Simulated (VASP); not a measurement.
# Ho2O (P4_2/nmc) in VASP: further runs

Ho2O is run at these levels: PBE; tasks: single point.

Everything below comes from runs of VASP 6.6.1. Logs are shortened: lines on timing, memory, paths and dates and some standing lists are left out, and cuts for length are marked.

## (1) The cell of the first run

Symmetry: P4_2/nmc, No. 137, tetragonal system. Conventional cell: a = 3.779 Å, b = 3.779 Å, c = 10.672 Å, α = 90.00°, β = 90.00°, γ = 90.00°. Within 2.9 Å of Ho (site symmetry 2mm) lie 2 O at 2.23 Å. Within 2.9 Å of O (site symmetry -4m2) lie 4 Ho at 2.23 Å.

## (2) Single point, PBE (25.40 Å³/atom)

INCAR reads:

```
ALGO = Normal
EDIFF = 1E-6
ENCUT = 600
GGA = PE
GGA_COMPAT = F
ISIF = 2
ISMEAR = 0
LASPH = T
LCHARG = T
LELF = T
LMAXMIX = 6
LREAL = F
LVHAR = T
LWAVE = F
NBANDS = 33
NELM = 200
PREC = Accurate
SIGMA = 0.1
```

KPOINTS reads:

```
k-points
0
Gamma
  8 8 4
```

POSCAR reads:

```
Ho2O
1.0
    3.7787921734      0.0000000000      0.0000000000
    0.0000000000      3.7787921734      0.0000000000
    0.0000000000      0.0000000000     10.6716217456
Ho O
4 2
Direct
    0.5000000000      0.0000000000      0.1105402012
    0.5000000000      0.0000000000      0.6105402012
    0.0000000000      0.5000000000      0.3894597988
    0.0000000000      0.5000000000      0.8894597988
    0.0000000000      0.0000000000      0.5000000000
    0.5000000000      0.5000000000      0.0000000000
```

Potentials or basis: VASP PAW PBE potentials, release 64 (Ho_3, O), 4f in core.

Launch:

```sh
> cat potpaw_PBE.64/Ho_3/POTCAR potpaw_PBE.64/O/POTCAR > POTCAR
> mpirun -np 1 vasp_std > vasp.out
```

OUTCAR:

```text
EDIFF = 1E-6
   ENCUT = 600
   GGA = PE
   ISIF = 2
   ISMEAR = 0
   LASPH = T
   LREAL = F
   NELM = 200
   PREC = Accurate

 ion  position               nearest neighbor table
   1  0.500  0.000  0.111-   6 2.23   6 2.23   4 3.56   4 3.56   4 3.56   4 3.56
   2  0.500  0.000  0.611-   5 2.23   5 2.23   3 3.56   3 3.56   3 3.56   3 3.56
   3  0.000  0.500  0.389-   5 2.23   5 2.23   2 3.56   2 3.56   2 3.56   2 3.56
   4  0.000  0.500  0.889-   6 2.23   6 2.23   1 3.56   1 3.56   1 3.56   1 3.56
   5  0.000  0.000  0.500-   2 2.23   3 2.23   3 2.23   2 2.23
   6  0.500  0.500  0.000-   1 2.23   4 2.23   1 2.23   4 2.23

  LATTYP: Found a simple tetragonal cell.
 ALAT       =     3.7787921734
 C/A-ratio  =     2.8240827375

  Lattice vectors:

 A1 = (   3.7787921734,   0.0000000000,   0.0000000000)
 A2 = (   0.0000000000,   3.7787921734,   0.0000000000)
 A3 = (   0.0000000000,   0.0000000000,  10.6716217456)

Analysis of symmetry for initial positions (statically):
=====================================================================
 Subroutine PRICEL returns:
 Original cell was already a primitive cell.

 Routine SETGRP: Setting up the symmetry group for a
 simple tetragonal supercell.

 Subroutine GETGRP returns: Found 16 space group operations
 (whereof  8 operations were pure point group operations)
 out of a pool of 16 trial point group operations.

The static configuration has the point symmetry D_2d.
 The point group associated with its full space group is D_4h.

Analysis of symmetry for dynamics (positions and initial velocities):
=====================================================================
 Subroutine PRICEL returns:
 Original cell was already a primitive cell.

 Routine SETGRP: Setting up the symmetry group for a
 simple tetragonal supercell.

 Subroutine GETGRP returns: Found 16 space group operations
 (whereof  8 operations were pure point group operations)
 out of a pool of 16 trial point group operations.

The dynamic configuration has the point symmetry D_2d.
 The point group associated with its full space group is D_4h.

 Subroutine INISYM returns: Found 16 space group operations
 (whereof  8 operations are pure point group operations),
 and found     1 'primitive' translations

----------------------------------------------------------------------------------------

                                     Primitive cell

  volume of cell :     152.3830

  direct lattice vectors                    reciprocal lattice vectors
     3.778792173  0.000000000  0.000000000     0.264634824  0.000000000  0.000000000
     0.000000000  3.778792173  0.000000000     0.000000000  0.264634824  0.000000000
     0.000000000  0.000000000 10.671621746     0.000000000  0.000000000  0.093706470

  length of vectors
     3.778792173  3.778792173 10.671621746     0.264634824  0.264634824  0.093706470

  position of ions in fractional coordinates (direct lattice)
     0.500000000  0.000000000  0.110540201
     0.500000000  0.000000000  0.610540201
     0.000000000  0.500000000  0.389459799
     0.000000000  0.500000000  0.889459799
     0.000000000  0.000000000  0.500000000
     0.500000000  0.500000000  0.000000000

  ion indices of the primitive-cell ions
   primitive index   ion index
                 1           1
                 2           2
                 3           3
                 4           4
                 5           5
                 6           6

----------------------------------------------------------------------------------------

 KPOINTS: k-points

Automatic generation of k-mesh.
 Grid dimensions read from file:
 generate k-points for:    8    8    4

 Generating k-lattice:

  Cartesian coordinates                     Fractional coordinates (reciprocal lattice)
     0.033079353  0.000000000  0.000000000     0.125000000  0.000000000  0.000000000
     0.000000000  0.033079353  0.000000000     0.000000000  0.125000000  0.000000000
     0.000000000  0.000000000  0.023426617     0.000000000  0.000000000  0.250000000

  Length of vectors
     0.033079353  0.033079353  0.023426617

  Shift w.r.t. Gamma in fractional coordinates (k-lattice)
     0.000000000  0.000000000  0.000000000

 Subroutine IBZKPT returns following result:
 ===========================================

 Found     45 irreducible k-points:

 Following reciprocal coordinates:
            Coordinates               Weight
  0.000000  0.000000  0.000000      1.000000
  0.125000  0.000000  0.000000      4.000000
  0.250000  0.000000  0.000000      4.000000
  0.375000  0.000000  0.000000      4.000000
  0.500000  0.000000  0.000000      2.000000
  0.125000  0.125000  0.000000      4.000000
[... 16 lines left out ...]
  0.375000  0.125000  0.250000     16.000000
  0.500000  0.125000  0.250000      8.000000
 [... further k-points ...]
   k-points           NKPTS =     45   k-points in BZ     NKDIM =     45   number of bands    NBANDS=     33
   number of dos      NEDOS =    301   number of ions     NIONS =      6
   total plane-waves  NPLWV =  81000
   dimension x,y,z NGX =    30 NGY =   30 NGZ =   90
   dimension x,y,z NGXF=    60 NGYF=   60 NGZF=  180
   ions per type =               4   2
   NGX,Y,Z   is equivalent  to a cutoff of  13.20, 13.20, 14.02 a.u.
   NGXF,Y,Z  is equivalent  to a cutoff of  26.40, 26.40, 28.04 a.u.
 SYSTEM =  unknown system
   PREC   = accura    normal or accurate (medium, high low for compatibility)
   ISTART =      0    job   : 0-new  1-cont  2-samecut
   ICHARG =      2    charge: 1-file 2-atom 10-const
   ISPIN  =      1    spin polarized calculation?
   LNONCOLLINEAR =      F non collinear calculations
   LSORBIT =      F    spin-orbit coupling
   LASPH  =      T    aspherical Exc in radial PAW
   ENCUT  =  600.0 eV  44.10 Ry    6.64 a.u.   7.55  7.55 21.31*2*pi/ulx,y,z
   NELM   =    200;   NELMIN=  2; NELMDL= -5     # of ELM steps
   EDIFF  = 0.1E-05   stopping-criterion for ELM
   LREAL  =      F    real-space projection
   EDIFFG = 0.1E-04   stopping-criterion for IOM
   NSW    =      0    number of steps for IOM
   IBRION =     -1    ionic relax: 0-MD 1-quasi-New 2-CG
   NFREE  =      0    steps in history (QN), initial steepest desc. (CG)
   ISIF   =      2    stress and relaxation
   ISYM   =      2    0-nonsym 1-usesym 2-fastsym
   POTIM  = 0.5000    time-step for ionic-motion
   TEBEG  =    0.0;   TEEND  =   0.0 temperature during run
   PSTRESS=    0.0 pullay stress
   NELECT =      48.0000    total number of electrons
   NUPDOWN=      -1.0000    fix difference up-down
   EMIN   =  10.00;   EMAX   =-10.00  energy-range for DOS
   EFERMI =   0.00;   METHOD = LEGACY
   ISMEAR =     0;   SIGMA  =   0.10  broadening in eV -4-tet -1-fermi 0-gaus
   EFERMI_NEDOS =   21; number of points for ismear=-14 and -15
   IALGO  =     38    algorithm
   IMIX   =      4    mixing-type and parameters
     AMIX     =   0.40;   BMIX     =  1.00
     AMIX_MAG =   1.60;   BMIX_MAG =  1.00
  volume/ion in A,a.u.               =      25.40       171.39
  Fermi-wavevector in a.u.,A,eV,Ry     =   1.113892  2.104951 16.881503  1.240755
  Thomas-Fermi vector in A             =   2.250481
   LORBIT       =      0    0 simple, 1 ext, 2 COOP (PROOUT), +10 PAW based schemes
   GGA     = PE    functional components
   LHFCALC =     F    Hartree Fock is set to
   AEXX    =    0.0000 exact exchange contribution
   IVDW    =     0    specifies the selected vdW correction
   LEPSILON=     F    determine dielectric tensor
   LRPA    =     F    only Hartree local field effects (RPA)
 non-spin polarized calculation
 Gauss-broadening in eV      SIGMA  =   0.10
  energy-cutoff  :      600.00
  volume of cell :      152.38
 maximum number of plane-waves:      5122
   NGX = 15   NGY = 15   NGZ = 43

 number of electron      48.0000006 magnetization

 Free energy of the ion-electron system (eV)
  ---------------------------------------------------
  ext. energy  EPLUGINS =         0.00000000
  ---------------------------------------------------
  free energy    TOTEN  =       -39.45166884 eV

  energy without entropy =      -39.43730886  energy(sigma->0) =      -39.44448885

 E-fermi :   2.9475     XC(G=0):  -9.4949

 val. band max:        2.9443210691   @ k =   0.5000   0.5000   0.0000
 cond. band min:       2.9839921488   @ k =   0.5000   0.5000   0.2500
 fundamental gap:      0.0396710797
 Fermi energy:         2.9474861350

 k-point     1 :       0.0000    0.0000    0.0000
  band No.  band energies     occupation
      1     -21.8971      2.00000
      2     -21.8252      2.00000
      3     -21.4649      2.00000
      4     -21.4649      2.00000
      5     -21.4387      2.00000
      6     -21.4387      2.00000
[... 25 lines left out ...]
     32       6.4952      0.00000
     33       6.5185      0.00000

 k-point     2 :       0.1250    0.0000    0.0000
  band No.  band energies     occupation
      1     -21.9095      2.00000
      2     -21.8667      2.00000
      3     -21.5000      2.00000
      4     -21.4853      2.00000
      5     -21.4574      2.00000
      6     -21.4332      2.00000
[... 25 lines left out ...]
     32       6.5151      0.00000
     33       6.7102      0.00000

 k-point     3 :       0.2500    0.0000    0.0000
  band No.  band energies     occupation
      1     -21.9783      2.00000
      2     -21.9742      2.00000
      3     -21.5675      2.00000
      4     -21.5208      2.00000
      5     -21.4383      2.00000
      6     -21.4196      2.00000
[... 25 lines left out ...]
     32       6.3348      0.00000
     33       6.4329      0.00000

 k-point     4 :       0.3750    0.0000    0.0000
  band No.  band energies     occupation
      1     -22.0934      2.00000
      2     -22.0803      2.00000
      3     -21.5787      2.00000
      4     -21.5529      2.00000
      5     -21.4162      2.00000
      6     -21.4061      2.00000
[... 673 lines left out ...]
     32       6.0057      0.00000
     33       6.2306      0.00000

 k-point    23 :       0.3750    0.1250    0.2500
  band No.  band energies     occupation
      1     -22.1126      2.00000
      2     -22.0942      2.00000
      3     -21.5757      2.00000
      4     -21.5408      2.00000
      5     -21.4492      2.00000
      6     -21.4473      2.00000
[... 25 lines left out ...]
     32       5.7122      0.00000
     33       6.3351      0.00000

 k-point    24 :       0.5000    0.1250    0.2500
  band No.  band energies     occupation
      1     -22.1508      2.00000
      2     -22.1508      2.00000
      3     -21.5660      2.00000
      4     -21.5660      2.00000
      5     -21.4377      2.00000
      6     -21.4377      2.00000
[... 25 lines left out ...]
     32       5.5383      0.00000
     33       6.6074      0.00000

 [... further k-points ...]

------------------------ aborting loop because EDIFF is reached ----------------------------------------

  FORCE on cell =-STRESS in cart. coord.  units (eV):
  Direction    XX          YY          ZZ          XY          YZ          ZX
  --------------------------------------------------------------------------------------
  -------------------------------------------------------------------------------------
  Total       -1.9730686     -1.9730686     -2.1674799      0.0000000      0.0000000     -0.0000000
  in kB      -20.7451385    -20.7451385    -22.7892070      0.0000000      0.0000000     -0.0000000
  external PRESSURE =     -21.4264947 kB  Pullay stress =       0.0000000 kB

 VOLUME and BASIS-vectors are now :
 -----------------------------------------------------------------------------
  energy-cutoff  :      600.00
  volume of cell :      152.38
      direct lattice vectors                 reciprocal lattice vectors
     3.778792173  0.000000000  0.000000000     0.264634824  0.000000000  0.000000000
     0.000000000  3.778792173  0.000000000     0.000000000  0.264634824  0.000000000
     0.000000000  0.000000000 10.671621746     0.000000000  0.000000000  0.093706470

 POSITION                                       TOTAL-FORCE (eV/Angst)
 -----------------------------------------------------------------------------------
      1.88940      0.00000      1.17964         0.000000      0.000000      0.123090
      1.88940      0.00000      6.51545         0.000000      0.000000      0.123090
      0.00000      1.88940      4.15617        -0.000000      0.000000     -0.123090
      0.00000      1.88940      9.49198        -0.000000      0.000000     -0.123090
      0.00000      0.00000      5.33581        -0.000000      0.000000     -0.000000
      1.88940      1.88940      0.00000        -0.000000     -0.000000     -0.000000
 -----------------------------------------------------------------------------------
    total drift:                                0.000000      0.000000     -0.000000

  FREE ENERGIE OF THE ION-ELECTRON SYSTEM (eV)
  ---------------------------------------------------
  free  energy   TOTEN  =       -39.4516688395 eV

  energy  without entropy=      -39.4373088644  energy(sigma->0) =      -39.44448885
```

It took 2.7 min on 1 thread of AMD EPYC 9R45 (Zen 5), shared host; peak memory 0.38 GiB.

Results:

| Quantity | Value |
| --- | --- |
| Free energy | -39.4517 eV |
| Pressure | -2.1 GPa |
| Largest force | 0.123 eV/Å |
| Band gap on the k mesh | zero (bands 24 and 25 overlap by 0.20 eV) |

Forces on the atoms (eV/Å):
```
Ho   0.000  0.000  0.123
Ho   0.000  0.000  0.123
Ho   0.000  0.000 -0.123
Ho   0.000  0.000 -0.123
O    0.000  0.000  0.000
O    0.000  0.000  0.000
```

Stress tensor (GPa, compression positive):
```
-2.07  0.00  0.00
 0.00 -2.07  0.00
 0.00  0.00 -2.28
```

Caveat: spin-orbit coupling is left out, which moves the levels of the heavy elements; the 4f electrons are frozen in the core, so they carry no moment and show no levels; the run has no spin polarisation, though such a crystal can be magnetic. Spin polarisation is off, so any magnetic state and its effect on volume and gap are missing.

(Continued in part 2 of 2.)
